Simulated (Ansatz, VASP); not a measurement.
**Ti: VASP beside Ansatz**

```
Ti
1.0
     2.95000    0.00000    0.00000
    -1.47500    2.55477    0.00000
     0.00000    0.00000    4.68000
Ti
2
Direct
  0.66667 0.33333 0.75000
  0.33333 0.66667 0.25000
```

Alike in both runs: functional LDA; k mesh 6 × 6 × 3; occupations fermi-dirac, width 0.05 eV; no spin polarisation.

|  | VASP | Ansatz |
| --- | --- | --- |
| version | VASP 6.6.1 | Ansatz 0.2.0 |
| potentials or method | VASP PAW LDA potentials, release 64 (Ti_sv) | Ansatz PAW |
| plane-wave cutoff (eV) | 520 | 420 |
| valence electrons in the cell | 24 | 24 |
| task | single point | band structure |

|  | VASP | Ansatz | Ansatz less VASP |
| --- | --- | --- | --- |
| gap on the k mesh at the Fermi level (eV) | none | none | - |
| pressure (GPa) | -9.3 | -9.3 | +0.07 |
| traceless stress, the component that is largest in VASP (GPa) | -0.24 | -0.24 | -0.001 |

LDA's correlation is that of Perdew and Zunger in VASP and of Perdew and Wang (1992) in Ansatz. A gap of «none» marks a metal or a gap that the smearing closes.

The k mesh is coarse, so the values compare programs but aren't converged.
